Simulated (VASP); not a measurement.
# InSb (F-43m) in VASP: a series of runs

InSb is run at these levels: r2SCAN; tasks: single point.

Program: VASP 6.6.1. These are calculated values, not measurements. Logs are shortened: lines on timing, memory, paths and dates and some standing lists are left out, and cuts for length are marked.

### Step 1. The cell of the first run

The structure is cubic, space group F-43m (No. 216). Conventional cell: a = 6.493 Å, b = 6.493 Å, c = 6.493 Å, α = 90.00°, β = 90.00°, γ = 90.00°. In (site symmetry -43m) has 4 Sb at 2.81 Å within 3.7 Å. Within 3.7 Å of Sb (site symmetry -43m) lie 4 In at 2.81 Å.

### Step 2. Single point, r2SCAN (34.21 Å³/atom)

File POSCAR:

```
InSb
1.0
    0.0000000000      3.2463843595      3.2463843595
    3.2463843595      0.0000000000      3.2463843595
    3.2463843595      3.2463843595      0.0000000000
In Sb
1 1
Direct
    0.0000000000      0.0000000000      0.0000000000
    0.2500000000      0.2500000000      0.2500000000
```

File INCAR.step1:

```
PREC     = Accurate       # precision mode
ENCUT    = 550            # plane-wave cutoff, eV
ISMEAR   = -1             # smearing method
SIGMA    = 0.02           # smearing width, eV
LREAL    = F              # projectors in reciprocal space
LASPH    = T              # aspherical terms in the spheres
NELM     = 120            # most SCF steps
NBANDS   = 21             # bands
GGA      = PE             # functional
ALGO     = Normal         # electronic algorithm
EDIFF    = 1E-5           # SCF threshold, eV
LWAVE    = T              # write WAVECAR
LCHARG   = F              # write CHGCAR
GGA_COMPAT= F
```

File INCAR.step2:

```
PREC     = Accurate       # precision mode
ENCUT    = 550            # plane-wave cutoff, eV
EDIFF    = 1E-6           # SCF threshold, eV
ISMEAR   = -1             # smearing method
SIGMA    = 0.02           # smearing width, eV
LREAL    = F              # projectors in reciprocal space
LASPH    = T              # aspherical terms in the spheres
NELM     = 120            # most SCF steps
ALGO     = Normal         # electronic algorithm
ISIF     = 2              # what is computed and relaxed
LWAVE    = F              # write WAVECAR
LCHARG   = F              # write CHGCAR
METAGGA  = R2SCAN         # meta-GGA
LMIXTAU  = T            
NBANDS   = 21             # bands
ISTART   = 1            
GGA_COMPAT= F
```

File KPOINTS:

```
regular mesh
0
Gamma
  6 6 6
```

Potentials or basis: VASP PAW PBE potentials, release 64 (In_d, Sb_d_GW).

The run is started by

```bash
cat potpaw_PBE.64/In_d/POTCAR potpaw_PBE.64/Sb_d_GW/POTCAR > POTCAR
cp INCAR.step1 INCAR
mpirun -np 1 vasp_std > vasp.out
cp INCAR.step2 INCAR
mpirun -np 1 vasp_std > vasp.out
```

OUTCAR:

```text
PREC = Accurate
   ENCUT = 550
   EDIFF = 1E-6
   ISMEAR = -1
   LREAL = F
   LASPH = T
   NELM = 120
   ISIF = 2
   METAGGA = R2SCAN
   ISTART = 1

 ion  position               nearest neighbor table
   1  0.000  0.000  0.000-   2 2.81   2 2.81   2 2.81   2 2.81
   2  0.250  0.250  0.250-   1 2.81   1 2.81   1 2.81   1 2.81

  LATTYP: Found a face centered cubic cell.
 ALAT       =     6.4927687190

  Lattice vectors:

 A1 = (   0.0000000000,   3.2463843595,   3.2463843595)
 A2 = (   3.2463843595,   0.0000000000,   3.2463843595)
 A3 = (   3.2463843595,   3.2463843595,   0.0000000000)

Analysis of symmetry for initial positions (statically):
=====================================================================
 Subroutine PRICEL returns:
 Original cell was already a primitive cell.

 Routine SETGRP: Setting up the symmetry group for a
 face centered cubic supercell.

 Subroutine GETGRP returns: Found 24 space group operations
 (whereof 24 operations were pure point group operations)
 out of a pool of 48 trial point group operations.

The static configuration has the point symmetry T_d .

Analysis of symmetry for dynamics (positions and initial velocities):
=====================================================================
 Subroutine PRICEL returns:
 Original cell was already a primitive cell.

 Routine SETGRP: Setting up the symmetry group for a
 face centered cubic supercell.

 Subroutine GETGRP returns: Found 24 space group operations
 (whereof 24 operations were pure point group operations)
 out of a pool of 48 trial point group operations.

The dynamic configuration has the point symmetry T_d .

 Subroutine INISYM returns: Found 24 space group operations
 (whereof 24 operations are pure point group operations),
 and found     1 'primitive' translations

----------------------------------------------------------------------------------------

                                     Primitive cell

  volume of cell :      68.4274

  direct lattice vectors                    reciprocal lattice vectors
     0.000000000  3.246384359  3.246384359    -0.154017499  0.154017499  0.154017499
     3.246384359  0.000000000  3.246384359     0.154017499 -0.154017499  0.154017499
     3.246384359  3.246384359  0.000000000     0.154017499  0.154017499 -0.154017499

  length of vectors
     4.591080790  4.591080790  4.591080790     0.266766134  0.266766134  0.266766134

  position of ions in fractional coordinates (direct lattice)
     0.000000000  0.000000000  0.000000000
     0.250000000  0.250000000  0.250000000

  ion indices of the primitive-cell ions
   primitive index   ion index
                 1           1
                 2           2

----------------------------------------------------------------------------------------

 KPOINTS: regular mesh

Automatic generation of k-mesh.
 Grid dimensions read from file:
 generate k-points for:    6    6    6

 Generating k-lattice:

  Cartesian coordinates                     Fractional coordinates (reciprocal lattice)
    -0.025669583  0.025669583  0.025669583     0.166666667  0.000000000  0.000000000
     0.025669583 -0.025669583  0.025669583     0.000000000  0.166666667  0.000000000
     0.025669583  0.025669583 -0.025669583     0.000000000  0.000000000  0.166666667

  Length of vectors
     0.044461022  0.044461022  0.044461022

  Shift w.r.t. Gamma in fractional coordinates (k-lattice)
     0.000000000  0.000000000  0.000000000

 Subroutine IBZKPT returns following result:
 ===========================================

 Found     16 irreducible k-points:

 Following reciprocal coordinates:
            Coordinates               Weight
  0.000000  0.000000  0.000000      1.000000
  0.166667  0.000000  0.000000      8.000000
  0.333333  0.000000  0.000000      8.000000
  0.500000  0.000000  0.000000      4.000000
  0.166667  0.166667  0.000000      6.000000
  0.333333  0.166667  0.000000     24.000000
[... 8 lines left out ...]
 -0.333333  0.333333  0.166667     24.000000
 -0.333333  0.500000  0.166667     12.000000
   k-points           NKPTS =     16   k-points in BZ     NKDIM =     16   number of bands    NBANDS=     21
   number of dos      NEDOS =    301   number of ions     NIONS =      2
   total plane-waves  NPLWV =  46656
   dimension x,y,z NGX =    36 NGY =   36 NGZ =   36
   dimension x,y,z NGXF=    72 NGYF=   72 NGZF=   72
   ions per type =               1   1
   NGX,Y,Z   is equivalent  to a cutoff of  13.04, 13.04, 13.04 a.u.
   NGXF,Y,Z  is equivalent  to a cutoff of  26.07, 26.07, 26.07 a.u.
 SYSTEM =  unknown system
   PREC   = accura    normal or accurate (medium, high low for compatibility)
   ISTART =      1    job   : 0-new  1-cont  2-samecut
   ICHARG =      0    charge: 1-file 2-atom 10-const
   ISPIN  =      1    spin polarized calculation?
   LNONCOLLINEAR =      F non collinear calculations
   LSORBIT =      F    spin-orbit coupling
   LASPH  =      T    aspherical Exc in radial PAW
   ENCUT  =  550.0 eV  40.42 Ry    6.36 a.u.   8.78  8.78  8.78*2*pi/ulx,y,z
   NELM   =    120;   NELMIN=  2; NELMDL=  0     # of ELM steps
   EDIFF  = 0.1E-05   stopping-criterion for ELM
   LREAL  =      F    real-space projection
   EDIFFG = 0.1E-04   stopping-criterion for IOM
   NSW    =      0    number of steps for IOM
   IBRION =     -1    ionic relax: 0-MD 1-quasi-New 2-CG
   NFREE  =      0    steps in history (QN), initial steepest desc. (CG)
   ISIF   =      2    stress and relaxation
   ISYM   =      2    0-nonsym 1-usesym 2-fastsym
   POTIM  = 0.5000    time-step for ionic-motion
   TEBEG  =    0.0;   TEEND  =   0.0 temperature during run
   PSTRESS=    0.0 pullay stress
   NELECT =      28.0000    total number of electrons
   NUPDOWN=      -1.0000    fix difference up-down
   EMIN   =  10.00;   EMAX   =-10.00  energy-range for DOS
   EFERMI =   0.00;   METHOD = LEGACY
   ISMEAR =    -1;   SIGMA  =   0.02  broadening in eV -4-tet -1-fermi 0-gaus
   EFERMI_NEDOS =   21; number of points for ismear=-14 and -15
   IALGO  =     38    algorithm
   IMIX   =      4    mixing-type and parameters
     AMIX     =   0.40;   BMIX     =  1.00
     AMIX_MAG =   1.60;   BMIX_MAG =  1.00
  volume/ion in A,a.u.               =      34.21       230.89
  Fermi-wavevector in a.u.,A,eV,Ry     =   1.215395  2.296764 20.098334  1.477186
  Thomas-Fermi vector in A             =   2.350784
   LORBIT       =      0    0 simple, 1 ext, 2 COOP (PROOUT), +10 PAW based schemes
   METAGGA = R2SCAN    functional components
   LHFCALC =     F    Hartree Fock is set to
   AEXX    =    0.0000 exact exchange contribution
   IVDW    =     0    specifies the selected vdW correction
   LEPSILON=     F    determine dielectric tensor
   LRPA    =     F    only Hartree local field effects (RPA)
 non-spin polarized calculation
  energy-cutoff  :      550.00
  volume of cell :       68.43
 maximum number of plane-waves:      2044
   NGX = 17   NGY = 17   NGZ = 17

 number of electron      27.9999982 magnetization

 Free energy of the ion-electron system (eV)
  ---------------------------------------------------
  ext. energy  EPLUGINS =         0.00000000
  ---------------------------------------------------
  free energy    TOTEN  =       -48.76946927 eV

  energy without entropy =      -48.76944171  energy(sigma->0) =      -48.76945549

 E-fermi :   4.1175     XC(G=0):  -9.5037

 val. band max:        4.0081031636   @ k =   0.0000   0.0000   0.0000
 cond. band min:       4.2048213252   @ k =   0.0000   0.0000   0.0000
 fundamental gap:      0.1967181616
 Fermi energy:         4.1175326701

 k-point     1 :       0.0000    0.0000    0.0000
  band No.  band energies     occupation
      1     -25.2355      2.00000
      2     -25.2355      2.00000
      3     -25.2355      2.00000
      4     -25.2138      2.00000
      5     -25.2138      2.00000
      6     -11.0755      2.00000
[... 13 lines left out ...]
     20      12.8312      0.00000
     21      12.8312      0.00000

 k-point     2 :       0.1667    0.0000    0.0000
  band No.  band energies     occupation
      1     -25.2355      2.00000
      2     -25.2352      2.00000
      3     -25.2352      2.00000
      4     -25.2136      2.00000
      5     -25.2136      2.00000
      6     -11.0884      2.00000
[... 13 lines left out ...]
     20      11.8092      0.00000
     21      11.8092      0.00000

 k-point     3 :       0.3333    0.0000    0.0000
  band No.  band energies     occupation
      1     -25.2354      2.00000
      2     -25.2346      2.00000
      3     -25.2346      2.00000
      4     -25.2133      2.00000
      5     -25.2133      2.00000
      6     -11.1136      2.00000
[... 13 lines left out ...]
     20      12.2606      0.00000
     21      12.2606      0.00000

 k-point     4 :       0.5000    0.0000    0.0000
  band No.  band energies     occupation
      1     -25.2354      2.00000
      2     -25.2344      2.00000
      3     -25.2343      2.00000
      4     -25.2131      2.00000
      5     -25.2131      2.00000
      6     -11.1259      2.00000
[... 13 lines left out ...]
     20      13.8214      0.00000
     21      13.8214      0.00000

 k-point     5 :       0.1667    0.1667    0.0000
  band No.  band energies     occupation
      1     -25.2359      2.00000
      2     -25.2349      2.00000
      3     -25.2349      2.00000
      4     -25.2139      2.00000
      5     -25.2132      2.00000
      6     -11.0991      2.00000
[... 13 lines left out ...]
     20      11.8988      0.00000
     21      13.1379      0.00000

 k-point     6 :       0.3333    0.1667    0.0000
  band No.  band energies     occupation
      1     -25.2359      2.00000
      2     -25.2344      2.00000
      3     -25.2343      2.00000
      4     -25.2138      2.00000
      5     -25.2128      2.00000
      6     -11.1202      2.00000
[... 13 lines left out ...]
     20      12.8689      0.00000
     21      13.2703      0.00000

 k-point     7 :       0.5000    0.1667    0.0000
  band No.  band energies     occupation
      1     -25.2355      2.00000
      2     -25.2344      2.00000
      3     -25.2340      2.00000
      4     -25.2134      2.00000
      5     -25.2128      2.00000
      6     -11.1329      2.00000
[... 13 lines left out ...]
     20      13.6158      0.00000
     21      13.9249      0.00000
[... 99 lines left out ...]
      1     -25.2355      2.00000
      2     -25.2342      2.00000
      3     -25.2337      2.00000
      4     -25.2135      2.00000
      5     -25.2125      2.00000
      6     -11.1432      2.00000
[... 13 lines left out ...]
     20      12.3169      0.00000
     21      15.6812      0.00000

 k-point    13 :       0.5000    0.5000    0.0000
  band No.  band energies     occupation
      1     -25.2371      2.00000
      2     -25.2330      2.00000
      3     -25.2330      2.00000
      4     -25.2143      2.00000
      5     -25.2117      2.00000
      6     -11.1612      2.00000
[... 13 lines left out ...]
     20      15.0509      0.00000
     21      15.1999      0.00000

 k-point    14 :       0.5000    0.3333    0.1667
  band No.  band energies     occupation
      1     -25.2358      2.00000
      2     -25.2343      2.00000
      3     -25.2337      2.00000
      4     -25.2137      2.00000
      5     -25.2125      2.00000
      6     -11.1368      2.00000
[... 13 lines left out ...]
     20      13.4133      0.00000
     21      14.8972      0.00000

 k-point    15 :      -0.3333    0.3333    0.1667
  band No.  band energies     occupation
      1     -25.2351      2.00000
      2     -25.2349      2.00000
      3     -25.2334      2.00000
      4     -25.2135      2.00000
      5     -25.2125      2.00000
      6     -11.1429      2.00000
[... 13 lines left out ...]
     20      14.2490      0.00000
     21      14.8214      0.00000

 k-point    16 :      -0.3333    0.5000    0.1667
  band No.  band energies     occupation
      1     -25.2361      2.00000
      2     -25.2340      2.00000
      3     -25.2330      2.00000
      4     -25.2139      2.00000
      5     -25.2121      2.00000
      6     -11.1521      2.00000
[... 13 lines left out ...]
     20      14.4927      0.00000
     21      15.1878      0.00000

------------------------ aborting loop because EDIFF is reached ----------------------------------------

  FORCE on cell =-STRESS in cart. coord.  units (eV):
  Direction    XX          YY          ZZ          XY          YZ          ZX
  --------------------------------------------------------------------------------------
  -------------------------------------------------------------------------------------
  Total        0.5617731      0.5617731      0.5617731     -0.0000000     -0.0000000      0.0000000
  in kB       13.1535109     13.1535109     13.1535109     -0.0000000     -0.0000000      0.0000000
  external PRESSURE =      13.1535109 kB  Pullay stress =       0.0000000 kB

 VOLUME and BASIS-vectors are now :
 -----------------------------------------------------------------------------
  energy-cutoff  :      550.00
  volume of cell :       68.43
      direct lattice vectors                 reciprocal lattice vectors
     0.000000000  3.246384359  3.246384359    -0.154017499  0.154017499  0.154017499
     3.246384359  0.000000000  3.246384359     0.154017499 -0.154017499  0.154017499
     3.246384359  3.246384359  0.000000000     0.154017499  0.154017499 -0.154017499

 POSITION                                       TOTAL-FORCE (eV/Angst)
 -----------------------------------------------------------------------------------
      0.00000      0.00000      0.00000         0.000000     -0.000000      0.000000
      1.62319      1.62319      1.62319        -0.000000      0.000000     -0.000000
 -----------------------------------------------------------------------------------
    total drift:                               -0.000000     -0.000000     -0.000000

  FREE ENERGIE OF THE ION-ELECTRON SYSTEM (eV)
  ---------------------------------------------------
  free  energy   TOTEN  =       -48.7694692654 eV

  energy  without entropy=      -48.7694417118  energy(sigma->0) =      -48.76945549
```

It took 54 s on 1 thread of Intel Xeon 6975P-C (Granite Rapids), shared host; peak memory 0.23 GiB.

What came out:

```
Free energy            : -48.7695 eV
Pressure               : 1.3 GPa
Band gap on the k mesh : 0.20 eV
```

Levels at points of the mesh, in eV from the valence-band top:
```csv
k point,band 12,band 13,band 14,band 15,band 16,band 17
"(0.00, 0.00, 0.00)",0.00,0.00,0.00,0.20,3.23,3.23
"(0.50, 0.00, 0.00)",-5.74,-1.04,-1.04,0.83,4.11,4.11
"(0.50, 0.50, 0.00)",-6.03,-2.33,-2.33,1.56,1.59,8.72
```

Caveat: semilocal functionals underestimate gaps, and a narrow one can read as zero; the PAW data sets were made with another functional, which shifts forces and pressure a little; spin-orbit coupling is left out, which moves the levels of the heavy elements.

### Step 3. Single point, r2SCAN (33.16 Å³/atom)

This run uses another cell than the first one, of 33.16 Å³/atom.

File POSCAR:

```
InSb
1.0
    0.0000000000      3.2125653964      3.2125653964
    3.2125653964      0.0000000000      3.2125653964
    3.2125653964      3.2125653964      0.0000000000
In Sb
1 1
Direct
    0.0000000000      0.0000000000      0.0000000000
    0.2500000000      0.2500000000      0.2500000000
```

File INCAR.step1:

```
PREC = Accurate
ENCUT = 550
ISMEAR = -1
SIGMA = 0.02
LREAL = False
LASPH = True
NELM = 120
NBANDS = 21
GGA = PE
ALGO = Normal
EDIFF = 1E-5
LWAVE = True
LCHARG = False
GGA_COMPAT = False
```

File INCAR.step2:

```
PREC = Accurate
ENCUT = 550
EDIFF = 1E-6
ISMEAR = -1
SIGMA = 0.02
LREAL = False
LASPH = True
NELM = 120
ALGO = Normal
ISIF = 2
LWAVE = False
LCHARG = True
METAGGA = R2SCAN
LMIXTAU = True
LELF = True
LVHAR = True
NBANDS = 21
ISTART = 1
GGA_COMPAT = False
```

File KPOINTS:

```
Automatic mesh
0
Gamma
  6 6 6
```

Potentials or basis: VASP PAW PBE potentials, release 64 (In_d, Sb_d_GW).

The run is started by

```bash
cat potpaw_PBE.64/In_d/POTCAR potpaw_PBE.64/Sb_d_GW/POTCAR > POTCAR
cp INCAR.step1 INCAR
mpirun -np 1 vasp_std > vasp.out
cp INCAR.step2 INCAR
mpirun -np 1 vasp_std > vasp.out
```

It took 2 min on 1 thread of Intel Xeon Platinum 8259CL at 2.50GHz (Skylake/Cascade Lake), shared host; peak memory 0.23 GiB.

Results (log left out):

```yaml
Free_energy: -48.7401 eV
Pressure: 3.0 GPa
Band_gap_on_the_k_mesh: 0.39 eV
```

Levels at points of the mesh, in eV from the valence-band top:
```
           k point  band 12  band 13  band 14  band 15  band 16  band 17
(0.00, 0.00, 0.00)     0.00     0.00     0.00     0.39     3.22     3.22
(0.50, 0.00, 0.00)    -5.90    -1.09    -1.09     0.89     4.11     4.11
(0.50, 0.50, 0.00)    -6.17    -2.44    -2.44     1.53     1.54     8.92
```

Caveat: the cell stands under pressure; semilocal functionals underestimate gaps, and a narrow one can read as zero; the PAW data sets were made with another functional, which shifts forces and pressure a little; spin-orbit coupling is left out, which moves the levels of the heavy elements.
